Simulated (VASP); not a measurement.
A run of VASP 6.6.1 is set up as follows.

The input INCAR:

```
ALGO     = Normal         # electronic algorithm
EDIFF    = 1E-6           # SCF threshold, eV
ENCUT    = 520            # plane-wave cutoff, eV
GGA      = PS             # functional
ISIF     = 2              # what is computed and relaxed
ISMEAR   = 0              # smearing method
LASPH    = True           # aspherical terms in the spheres
LCHARG   = True           # write CHGCAR
LELF     = True           # ELF
LREAL    = False          # projectors in reciprocal space
LVHAR    = True         
LWAVE    = False          # write WAVECAR
NBANDS   = 16             # bands
NELM     = 80             # most SCF steps
PREC     = Accurate       # precision mode
SIGMA    = 0.15           # smearing width, eV
```

The input KPOINTS:

```
k-points
0
Gamma
  14 14 14
```

The input POSCAR:

```
InSb
1.0
    0.0000000000      2.8771276737      3.0569481533
    2.8771276737      0.0000000000      3.0569481533
    2.8771276737      2.8771276737      0.0000000000
In Sb
1 1
Direct
    0.0000000000      0.0000000000      0.0000000000
    0.5000000000      0.5000000000      0.5000000000
```

Potentials or basis: VASP PAW PBE potentials, release 64 (In_d, Sb).

Command:

```console
$ cat potpaw_PBE.64/In_d/POTCAR potpaw_PBE.64/Sb/POTCAR > POTCAR
$ mpirun -np 1 vasp_std > vasp.out
```

Problem. Predict the band gap on the k mesh.

Solution. Zero (bands 9 and 10 overlap by 3.13 eV).

Problem. Estimate the pressure.

Solution. 6.3 GPa.

Stress tensor (GPa, compression positive):
```
8.89 0.00 0.00
0.00 8.89 0.00
0.00 0.00 1.16
```

Caveat: the cell stands under pressure; the PAW data sets were made with another functional, which shifts forces and pressure a little; spin-orbit coupling is left out, which moves the levels of the heavy elements.
